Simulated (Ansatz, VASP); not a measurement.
**HfN in VASP and in Ansatz**

Contents of INCAR:

```
SYSTEM = HfN
ALGO     = Normal         ! electronic algorithm
EDIFF    = 1E-7           ! SCF threshold, eV
ENCUT    = 520            ! plane-wave cutoff, eV
GGA      = PS             ! functional
ISIF     = 2              ! what is computed and relaxed
ISMEAR   = -1             ! smearing method
LASPH    = .True.         ! aspherical terms in the spheres
LCHARG   = .False.        ! write CHGCAR
LREAL    = .False.        ! projectors in reciprocal space
LWAVE    = .False.        ! write WAVECAR
NBANDS   = 23             ! bands
NELM     = 100            ! most SCF steps
PREC     = Accurate       ! precision mode
SIGMA    = 0.15           ! smearing width, eV
```

Contents of KPOINTS:

```
k-points
0
Gamma
  9 9 5
  0 0 0
```

Contents of POSCAR:

```
HfN
1.0
    3.1339080000      0.0000000000      0.0000000000
   -1.5669540000      2.7140440000      0.0000000000
    0.0000000000      0.0000000000      5.4167680000
Hf N
2 2
Direct
    0.6666666667      0.3333333333      0.7500000000
    0.3333333333      0.6666666667      0.2500000000
    0.0000000000      0.0000000000     -0.0018461193
    0.0000000000      0.0000000000      0.5000000000
```

Input for Ansatz:

```yaml
crystal:
  lattice:
    - [3.133908, 0.0, 0.0]
    - [-1.566954, 2.714044, 0.0]
    - [0.0, 0.0, 5.416768]
  atoms:
    - { symbol: Hf, position: [0.6666666666666666, 0.3333333333333333, 0.75] }
    - { symbol: Hf, position: [0.3333333333333333, 0.6666666666666666, 0.25] }
    - { symbol: "N", position: [0.0, 0.0, -0.0018461193095218405] }
    - { symbol: "N", position: [0.0, 0.0, 0.5] }
kpoints:
  mp_grid:
    grid: [9, 9, 5]
hamiltonian:
  xc: pbesol
scf:
  occupations:
    method: fermi_dirac
    width: 0.15
output:
  forces: true
```

Alike in both runs: task single point; functional PBEsol; k mesh 9 × 9 × 5; occupations fermi-dirac, width 0.15 eV; no spin polarisation.

|  | VASP | Ansatz |
| --- | --- | --- |
| version | VASP 6.6.1 | Ansatz 0.2.0 |
| potentials or method | VASP PAW PBE potentials, release 64 (Hf_pv, N) | plane waves, PAW |
| plane-wave cutoff (eV) | 520 | 420 |
| valence electrons in the cell | 30 | 62 |

|  | VASP | Ansatz | Ansatz less VASP |
| --- | --- | --- | --- |
| rms of the force components (eV/Å) | 0.053 | 0.053 | 0.0000 |

VASP's potentials were made for PBE, not for PBEsol. Atom by atom the forces differ by 0.000 eV/Å (rms over components). VASP's potentials hold 30 valence electrons a cell and Ansatz's 62, so a difference there can come from the potentials and not from the codes.

Spin-orbit coupling is off throughout.
